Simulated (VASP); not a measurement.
# Ta8Si in VASP: single point with PBEsol

Aim: the single point of Ta8Si with PBEsol.

All numbers are computed with VASP 6.6.1; they aren't measurements. Logs are shortened: lines on timing, memory, paths and dates and some standing lists are left out, and cuts for length are marked.

**1. The cell of the first run**

The cell holds a slab with vacuum, 9 atoms: a = 4.639 Å, b = 4.639 Å, c = 25.629 Å, α = 90.00°, β = 90.00°, γ = 120.00°.

**2. Single point, PBEsol**

File INCAR:

```
PREC = Accurate ; ENCUT = 520
EDIFF = 1E-6 ; ISMEAR = 0
SIGMA = 0.1 ; LREAL = False
LASPH = True ; NELM = 60
ALGO = Normal ; ISIF = 2
LWAVE = False ; LCHARG = False
LDIPOL = True ; IDIPOL = 3
DIPOL = 0.5 0.5 0.480 ; GGA = PS
NBANDS = 56
```

File KPOINTS:

```
regular mesh
0
Gamma
  6 6 1
```

File POSCAR:

```
Ta8Si
1.0
    4.6393552032      0.0000000000      0.0000000000
   -2.3196776016      4.0177994631      0.0000000000
    0.0000000000      0.0000000000     25.6290309069
Ta Si
8 1
Direct
    0.6666666667      0.3333333333      0.3316551465
    0.3333333333      0.6666666666      0.3686056039
    0.0000000000      0.0000000000      0.4055560613
    0.6666666667      0.3333333333      0.4425065188
    0.3353538695      0.6676769347      0.4783199849
   -0.0030184073     -0.0015092037      0.5175407583
    0.6641630848      0.3320815424      0.5495845408
    0.3799910529      0.6899955264      0.5878667554
   -0.1719159545      0.4140420227      0.6403726814
```

Potentials or basis: VASP PAW PBE potentials, release 64 (Ta_pv, Si).

Command:

```console
$ cat potpaw_PBE.64/Ta_pv/POTCAR potpaw_PBE.64/Si/POTCAR > POTCAR
$ mpirun -np 1 vasp_std > vasp.out
```

OUTCAR:

```text
PREC = Accurate
   ENCUT = 520
   EDIFF = 1E-6
   ISMEAR = 0
   LREAL = False
   LASPH = True
   NELM = 60
   ISIF = 2
   GGA = PS

 ion  position               nearest neighbor table
   1  0.667  0.333  0.332-   2 2.84   2 2.84   2 2.84   4 2.84   3 3.28   3 3.28   3 3.28
   2  0.333  0.667  0.369-   5 2.81   3 2.84   1 2.84   1 2.84   3 2.84   3 2.84   1 2.84   4 3.28
                             4 3.28   4 3.28
   3  0.000  0.000  0.406-   2 2.84   2 2.84   2 2.84   4 2.84   4 2.84   4 2.84   6 2.87   5 3.26
                             5 3.27   5 3.27   1 3.28   1 3.28   1 3.28
   4  0.667  0.333  0.443-   7 2.74   5 2.83   5 2.83   5 2.84   3 2.84   3 2.84   3 2.84   1 2.84
                             2 3.28   2 3.28   2 3.28   6 3.29   6 3.29   6 3.31
   5  0.335  0.668  0.478-   2 2.81   8 2.81   4 2.83   4 2.83   4 2.84   6 2.84   6 2.87   6 2.87
                             7 3.23   7 3.23   7 3.26   3 3.26   3 3.27   3 3.27
   6  0.997  0.998  0.518-   7 2.80   7 2.80   7 2.80   5 2.84   3 2.87   5 2.87   5 2.87   8 3.06
                             4 3.29   4 3.29   4 3.31   8 3.32   8 3.32
   7  0.664  0.332  0.550-   9 2.42   4 2.74   8 2.77   8 2.77   6 2.80   6 2.80   6 2.80   8 3.04
                             5 3.23   5 3.23   5 3.26
   8  0.380  0.690  0.588-   9 2.59   7 2.77   7 2.77   5 2.81   7 3.04   6 3.06   9 3.23   9 3.23
                             6 3.32   6 3.32
   9  0.828  0.414  0.640-   7 2.42   8 2.59   8 3.23   8 3.23

  LATTYP: Found a hexagonal cell.
 ALAT       =     4.6393552032
 C/A-ratio  =     5.5242657189

  Lattice vectors:

 A1 = (   4.6393552032,   0.0000000000,   0.0000000000)
 A2 = (  -2.3196776016,   4.0177994631,   0.0000000000)
 A3 = (   0.0000000000,   0.0000000000,  25.6290309069)

Analysis of symmetry for initial positions (statically):
=====================================================================
 Subroutine PRICEL returns:
 Original cell was already a primitive cell.

 Routine SETGRP: Setting up the symmetry group for a
 hexagonal supercell.

 Subroutine GETGRP returns: Found  2 space group operations
 (whereof  2 operations were pure point group operations)
 out of a pool of 24 trial point group operations.

The static configuration has the point symmetry C_1h.

Analysis of symmetry for dynamics (positions and initial velocities):
=====================================================================
 Subroutine PRICEL returns:
 Original cell was already a primitive cell.

 Routine SETGRP: Setting up the symmetry group for a
 hexagonal supercell.

 Subroutine GETGRP returns: Found  2 space group operations
 (whereof  2 operations were pure point group operations)
 out of a pool of 24 trial point group operations.

The dynamic configuration has the point symmetry C_1h.

 Subroutine INISYM returns: Found  2 space group operations
 (whereof  2 operations are pure point group operations),
 and found     1 'primitive' translations

----------------------------------------------------------------------------------------

                                     Primitive cell

  volume of cell :     477.7251

  direct lattice vectors                    reciprocal lattice vectors
     4.639355203  0.000000000  0.000000000     0.215547195  0.124446231  0.000000000
    -2.319677602  4.017799463  0.000000000     0.000000000  0.248892462  0.000000000
     0.000000000  0.000000000 25.629030907     0.000000000  0.000000000  0.039018253

  length of vectors
     4.639355203  4.639355203 25.629030907     0.248892462  0.248892462  0.039018253

  position of ions in fractional coordinates (direct lattice)
     0.666666667  0.333333333  0.331655146
     0.333333333  0.666666667  0.368605604
     0.000000000  0.000000000  0.405556061
     0.666666667  0.333333333  0.442506519
     0.335353869  0.667676935  0.478319985
     0.996981593  0.998490796  0.517540758
     0.664163085  0.332081542  0.549584541
     0.379991053  0.689995526  0.587866755
     0.828084045  0.414042023  0.640372681

  ion indices of the primitive-cell ions
   primitive index   ion index
                 1           1
                 2           2
                 3           3
                 4           4
                 5           5
                 6           6
                 7           7
                 8           8
                 9           9

----------------------------------------------------------------------------------------

 KPOINTS: regular mesh

Automatic generation of k-mesh.
 Grid dimensions read from file:
 generate k-points for:    6    6    1

 Generating k-lattice:

  Cartesian coordinates                     Fractional coordinates (reciprocal lattice)
     0.035924532  0.020741038  0.000000000     0.166666667 -0.000000000  0.000000000
     0.000000000  0.041482077  0.000000000     0.000000000  0.166666667  0.000000000
     0.000000000  0.000000000  0.039018253     0.000000000  0.000000000  1.000000000

  Length of vectors
     0.041482077  0.041482077  0.039018253

  Shift w.r.t. Gamma in fractional coordinates (k-lattice)
     0.000000000  0.000000000  0.000000000

 Subroutine IBZKPT returns following result:
 ===========================================

 Found     13 irreducible k-points:

 Following reciprocal coordinates:
            Coordinates               Weight
  0.000000  0.000000  0.000000      1.000000
  0.166667 -0.000000  0.000000      2.000000
  0.000000  0.166667  0.000000      4.000000
  0.333333  0.000000  0.000000      2.000000
  0.000000  0.333333  0.000000      4.000000
  0.500000  0.000000  0.000000      1.000000
  0.000000  0.500000  0.000000      2.000000
  0.166667  0.166667  0.000000      4.000000
 -0.166667  0.333333  0.000000      2.000000
  0.333333  0.166667  0.000000      4.000000
 -0.166667  0.500000  0.000000      4.000000
  0.500000  0.333333  0.000000      4.000000
  0.333333  0.333333  0.000000      2.000000
   k-points           NKPTS =     13   k-points in BZ     NKDIM =     13   number of bands    NBANDS=     56
   number of dos      NEDOS =    301   number of ions     NIONS =      9
   total plane-waves  NPLWV = 248832
   dimension x,y,z NGX =    36 NGY =   36 NGZ =  192
   dimension x,y,z NGXF=    72 NGYF=   72 NGZF=  384
   ions per type =               8   1
   NGX,Y,Z   is equivalent  to a cutoff of  12.90, 12.90, 12.45 a.u.
   NGXF,Y,Z  is equivalent  to a cutoff of  25.80, 25.80, 24.91 a.u.
 SYSTEM =  unknown system
   PREC   = accura    normal or accurate (medium, high low for compatibility)
   ISTART =      0    job   : 0-new  1-cont  2-samecut
   ICHARG =      2    charge: 1-file 2-atom 10-const
   ISPIN  =      1    spin polarized calculation?
   LNONCOLLINEAR =      F non collinear calculations
   LSORBIT =      F    spin-orbit coupling
   LASPH  =      T    aspherical Exc in radial PAW
   ENCUT  =  520.0 eV  38.22 Ry    6.18 a.u.   8.63  8.63 47.65*2*pi/ulx,y,z
   NELM   =     60;   NELMIN=  2; NELMDL= -5     # of ELM steps
   EDIFF  = 0.1E-05   stopping-criterion for ELM
   LREAL  =      F    real-space projection
   EDIFFG = 0.1E-04   stopping-criterion for IOM
   NSW    =      0    number of steps for IOM
   IBRION =     -1    ionic relax: 0-MD 1-quasi-New 2-CG
   NFREE  =      0    steps in history (QN), initial steepest desc. (CG)
   ISIF   =      2    stress and relaxation
   ISYM   =      2    0-nonsym 1-usesym 2-fastsym
   POTIM  = 0.5000    time-step for ionic-motion
   TEBEG  =    0.0;   TEEND  =   0.0 temperature during run
   PSTRESS=    0.0 pullay stress
   NELECT =      92.0000    total number of electrons
   NUPDOWN=      -1.0000    fix difference up-down
   EMIN   =  10.00;   EMAX   =-10.00  energy-range for DOS
   EFERMI =   0.00;   METHOD = LEGACY
   ISMEAR =     0;   SIGMA  =   0.10  broadening in eV -4-tet -1-fermi 0-gaus
   EFERMI_NEDOS =   21; number of points for ismear=-14 and -15
   IALGO  =     38    algorithm
   IMIX   =      4    mixing-type and parameters
     AMIX     =   0.40;   BMIX     =  1.00
     AMIX_MAG =   1.60;   BMIX_MAG =  1.00
  volume/ion in A,a.u.               =      53.08       358.21
  Fermi-wavevector in a.u.,A,eV,Ry     =   0.945391  1.786530 12.160397  0.893764
  Thomas-Fermi vector in A             =   2.073288
   LORBIT       =      0    0 simple, 1 ext, 2 COOP (PROOUT), +10 PAW based schemes
   GGA     = PS    functional components
   LHFCALC =     F    Hartree Fock is set to
   AEXX    =    0.0000 exact exchange contribution
   IVDW    =     0    specifies the selected vdW correction
   LEPSILON=     F    determine dielectric tensor
   LRPA    =     F    only Hartree local field effects (RPA)
 non-spin polarized calculation
 Gauss-broadening in eV      SIGMA  =   0.10
  energy-cutoff  :      520.00
  volume of cell :      477.73
 maximum number of plane-waves:     12897
 NGX is ok and might be reduce to    36
   NGX = 17   NGY = 17   NGZ = 95

 dipolmoment           0.000000      0.000000     -0.037159 electrons x Angstroem

 number of electron      92.0000007 magnetization

 dipolmoment           0.000000      0.000000      0.158466 electrons x Angstroem

 Free energy of the ion-electron system (eV)
  ---------------------------------------------------
  ext. energy  EPLUGINS =         0.00000000
  ---------------------------------------------------
  free energy    TOTEN  =       -98.74448649 eV

  energy without entropy =      -98.68410210  energy(sigma->0) =      -98.71429430

 E-fermi :  -0.8257     XC(G=0):  -5.1105

 val. band max:       -0.8529951729   @ k =   0.0000   0.3333   0.0000
 cond. band min:      -0.7864011186   @ k =   0.1667   0.1667   0.0000
 fundamental gap:      0.0665940543
 Fermi energy:        -0.8257367963

 k-point     1 :       0.0000    0.0000    0.0000
  band No.  band energies     occupation
      1     -35.4354      2.00000
      2     -35.2796      2.00000
      3     -35.2304      2.00000
      4     -35.2248      2.00000
      5     -35.2210      2.00000
      6     -35.1263      2.00000
[... 48 lines left out ...]
     55       1.5702      0.00000
     56       2.2134      0.00000

 k-point     2 :       0.1667   -0.0000    0.0000
  band No.  band energies     occupation
      1     -35.4440      2.00000
      2     -35.2890      2.00000
      3     -35.2482      2.00000
      4     -35.2380      2.00000
      5     -35.2335      2.00000
      6     -35.1403      2.00000
[... 48 lines left out ...]
     55       1.5817      0.00000
     56       2.0645      0.00000

 k-point     3 :       0.0000    0.1667    0.0000
  band No.  band energies     occupation
      1     -35.4436      2.00000
      2     -35.2934      2.00000
      3     -35.2500      2.00000
      4     -35.2303      2.00000
      5     -35.2250      2.00000
      6     -35.1467      2.00000
[... 523 lines left out ...]
 k-point    12 :       0.5000    0.3333    0.0000
  band No.  band energies     occupation
      1     -35.4740      2.00000
      2     -35.3326      2.00000
      3     -35.2916      2.00000
      4     -35.2401      2.00000
      5     -35.2085      2.00000
      6     -35.1691      2.00000
[... 48 lines left out ...]
     55       1.1185      0.00000
     56       1.5978      0.00000

 k-point    13 :       0.3333    0.3333    0.0000
  band No.  band energies     occupation
      1     -35.4805      2.00000
      2     -35.3402      2.00000
      3     -35.2865      2.00000
      4     -35.2373      2.00000
      5     -35.1930      2.00000
      6     -35.1534      2.00000
[... 48 lines left out ...]
     55       0.8615      0.00000
     56       1.3213      0.00000

------------------------ aborting loop because EDIFF is reached ----------------------------------------

 vacuum level on the upper side and lower side of the slab       (xc-potential included)         0.606        -0.883

  FORCE on cell =-STRESS in cart. coord.  units (eV):
  Direction    XX          YY          ZZ          XY          YZ          ZX
  --------------------------------------------------------------------------------------
  -------------------------------------------------------------------------------------
  Total       -7.1283261     -7.5326727     -5.0600551      0.3501744      0.0388770      0.0673373
  in kB      -23.9067246    -25.2628075    -16.9702312      1.1744023      0.1303842      0.2258334
  external PRESSURE =     -22.0465878 kB  Pullay stress =       0.0000000 kB

 VOLUME and BASIS-vectors are now :
 -----------------------------------------------------------------------------
  energy-cutoff  :      520.00
  volume of cell :      477.73
      direct lattice vectors                 reciprocal lattice vectors
     4.639355203  0.000000000  0.000000000     0.215547195  0.124446231  0.000000000
    -2.319677602  4.017799463  0.000000000     0.000000000  0.248892462  0.000000000
     0.000000000  0.000000000 25.629030907     0.000000000  0.000000000  0.039018253

 POSITION                                       TOTAL-FORCE (eV/Angst)
 -----------------------------------------------------------------------------------
      2.31968      1.33927      8.50000        -0.025409     -0.014670      2.168735
     -0.00000      2.67853      9.44700         0.019988      0.011540      0.040123
      0.00000      0.00000     10.39401        -0.034213     -0.019753     -1.177655
      2.31968      1.33927     11.34101         0.038183      0.022045     -1.051045
      0.00703      2.68259     12.25888         0.003672      0.002120     -0.001768
      2.30918      4.01174     13.26407        -0.003594     -0.002075      0.007730
      2.31097      1.33424     14.08532        -0.005860     -0.003383     -0.008868
      0.16235      2.77226     15.06646         0.012317      0.007111     -0.003624
      2.88133      1.66354     16.41213        -0.005084     -0.002935      0.026371
 -----------------------------------------------------------------------------------
    total drift:                                0.000116      0.000067     -0.000722

  FREE ENERGIE OF THE ION-ELECTRON SYSTEM (eV)
  ---------------------------------------------------
  free  energy   TOTEN  =       -98.7444864932 eV

  energy  without entropy=      -98.6841021004  energy(sigma->0) =      -98.71429430

 vacuum level on the upper side and lower side of the slab         4.088         2.579
```

It took 15 min on 1 thread of Intel Xeon Platinum 8488C (Sapphire Rapids), shared host; peak memory 0.7 GiB.

What came out:

```yaml
Free_energy: -98.7445 eV
Largest_force: 2.169 eV/Å
Band_gap_on_the_k_mesh: zero (bands 46 and 47 overlap by 0.21 eV)
```

Forces on the atoms (eV/Å):
```
Ta  -0.025 -0.015  2.169
Ta   0.020  0.012  0.040
Ta  -0.034 -0.020 -1.178
Ta   0.038  0.022 -1.051
Ta   0.004  0.002 -0.002
Ta  -0.004 -0.002  0.008
Ta  -0.006 -0.003 -0.009
Ta   0.012  0.007 -0.004
Si  -0.005 -0.003  0.026
```

Caveat: the PAW data sets were made with another functional, which shifts forces and pressure a little; spin-orbit coupling is left out, which moves the levels of the heavy elements.
